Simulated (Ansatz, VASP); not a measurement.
# Al3NiGe2Pd3: VASP beside Ansatz

```
CELL_PARAMETERS angstrom
3.16036 5.47390 0.00000
-3.16036 5.47390 0.00000
0.00000 0.00000 3.78119
ATOMIC_POSITIONS crystal
Al 0.22680 0.77320 0.50000
Al 0.77320 0.00000 0.50000
Al 0.00000 0.22680 0.50000
Pd 0.59630 0.40370 0.00000
Pd 0.40370 0.00000 0.00000
Pd 0.00000 0.59630 0.00000
Ge 0.33333 0.33334 0.50000
Ge 0.66667 0.66666 0.50000
Ni 0.00000 0.00000 0.00000
```

Alike in both runs: task single point; functional r2SCAN; k mesh 4 × 4 × 5; occupations fermi-dirac, width 0.039 eV; no spin polarisation.

|  | VASP | Ansatz |
| --- | --- | --- |
| version | VASP 6.6.1 | Ansatz 0.2.0 |
| potentials or method | VASP PAW PBE potentials, release 64 (Al, Pd, Ge_d, Ni), cutoff 520 eV | PAW plane waves |
| valence electrons in the cell | 77 | 109 |

Ansatz gave:

- gap on the k mesh at the Fermi level (eV): none
- pressure (GPa): 6.7
- traceless stress, the component that is largest in VASP (GPa): -7.95
- rms of the force components (eV/Å): 0.522

Problem. Estimate VASP's values.

Solution. gap on the k mesh at the Fermi level (eV): none; pressure (GPa): 6.7; traceless stress, the component that is largest in VASP (GPa): -7.93; rms of the force components (eV/Å): 0.522.

VASP's potentials were made for PBE, not for r2SCAN. Atom by atom the forces differ by 0.001 eV/Å (rms over components). A gap of «none» marks a metal or a gap that the smearing closes. VASP's potentials hold 77 valence electrons a cell and Ansatz's 109, so a difference there can come from the potentials and not from the codes. Ansatz's warnings: structure snapped to symmetry.
